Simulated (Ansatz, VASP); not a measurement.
## Al in VASP and in Ansatz

File INCAR:

```
PREC = Accurate
ENCUT = 520
EDIFF = 1E-6
ISMEAR = 0
SIGMA = 0.15
LREAL = False
LASPH = True
NELM = 100
ALGO = Fast
ISIF = 2
LWAVE = False
LCHARG = True
LELF = True
LVHAR = True
NBANDS = 18
```

File KPOINTS:

```
Automatic mesh
0
Gamma
  19 19 4
```

POSCAR

```
Al
1.0
    2.0239800000     -2.0239800000      0.0000000000
    2.0239800000      0.0000000000     -2.0239800000
    8.2402575673      8.2402575673      8.2402575673
Al
6
Direct
    0.6666666667      0.6666666667      0.0818572796
    0.0000000000      0.0000000000      0.9005938234
    0.3333333333      0.3333333333      0.2456045884
    0.6666666667      0.6666666667      0.5730992059
    0.0000000000      0.0000000000      0.4093518971
    0.3333333333      0.3333333333      0.7368465146
```

Input for Ansatz:

```yaml
crystal:
  lattice:
    - [2.02398, -2.02398, 0.0]
    - [2.02398, 0.0, -2.02398]
    - [8.2402575673, 8.2402575673, 8.2402575673]
  atoms:
    - { symbol: Al, position: [0.6666666667, 0.6666666667, 0.0818572796] }
    - { symbol: Al, position: [0.0, 0.0, 0.9005938234] }
    - { symbol: Al, position: [0.3333333333, 0.3333333333, 0.2456045884] }
    - { symbol: Al, position: [0.6666666667, 0.6666666667, 0.5730992059] }
    - { symbol: Al, position: [0.0, 0.0, 0.4093518971] }
    - { symbol: Al, position: [0.3333333333, 0.3333333333, 0.7368465146] }
basis:
  ecutwfc: 420
kpoints:
  mp_grid: { grid: [19, 19, 4] }
hamiltonian:
  xc: lda
scf:
  occupations: { method: gaussian, width: 0.15 }
output:
  forces: true
  stress: true
  eigenvalues: true
```

Alike in both runs: task single point; functional LDA; k mesh 19 × 19 × 4; occupations gaussian, width 0.15 eV; no spin polarisation.

|  | VASP | Ansatz |
| --- | --- | --- |
| version | VASP 6.6.1 | Ansatz 0.2.0 |
| potentials or method | VASP PAW LDA potentials, release 64 (Al), cutoff 520 eV | scalar-relativistic, plane waves, PAW |
| valence electrons in the cell | 18 | 18 |

```tsv
	VASP	Ansatz	Ansatz less VASP
gap on the k mesh at the Fermi level (eV)	none	none	-
pressure (GPa)	-4.4	-4.4	-0.04
traceless stress, the component that is largest in VASP (GPa)	-0.15	-0.15	+0.002
rms of the force components (eV/Å)	0.118	0.117	-0.0010
```

LDA's correlation is that of Perdew and Zunger in VASP and of Perdew and Wang (1992) in Ansatz. Atom by atom the forces differ by 0.001 eV/Å (rms over components). A gap of «none» marks a metal or a gap that the smearing closes.
